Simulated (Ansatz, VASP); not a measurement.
**TaHO2: VASP beside Ansatz**

```
CELL_PARAMETERS angstrom
2.94043 0.00000 0.00000
-1.47022 2.54649 0.00000
0.00000 0.00000 5.62001
ATOMIC_POSITIONS crystal
Ta 0.33333 0.66667 0.00000
H 0.66667 0.33333 0.50000
O 0.00000 0.00000 0.21958
O 0.00000 0.00000 0.78042
```

Alike in both runs: task relaxation of cell and atoms; functional PBE; k mesh 18 × 18 × 8; occupations gaussian, width 0.1 eV; no spin polarisation.

```csv
,VASP,Ansatz
version,VASP 6.6.1,Ansatz 0.2.0
potentials or method,"VASP PAW PBE potentials, release 64 (Ta_pv, H, O), cutoff 600 eV","scalar-relativistic, plane waves, PAW"
valence electrons in the cell,24,26
```

VASP gave:

| Item | Value |
| --- | --- |
| gap on the k mesh at the Fermi level, each at its own relaxed structure (eV) | none |
| relaxed volume (Å³/atom) | 10.38 |
| relaxed cell length with the largest relative difference (Å) | 5.542 |

Task: What did Ansatz give for the same quantities?

Result: gap on the k mesh at the Fermi level, each at its own relaxed structure (eV): none; relaxed volume (Å³/atom): 10.51; relaxed cell length with the largest relative difference (Å): 5.601.

A gap of «none» marks a metal or a gap that the smearing closes. VASP's potentials hold 24 valence electrons a cell and Ansatz's 26, so a difference there can come from the potentials and not from the codes.

Spin-orbit coupling is off throughout.
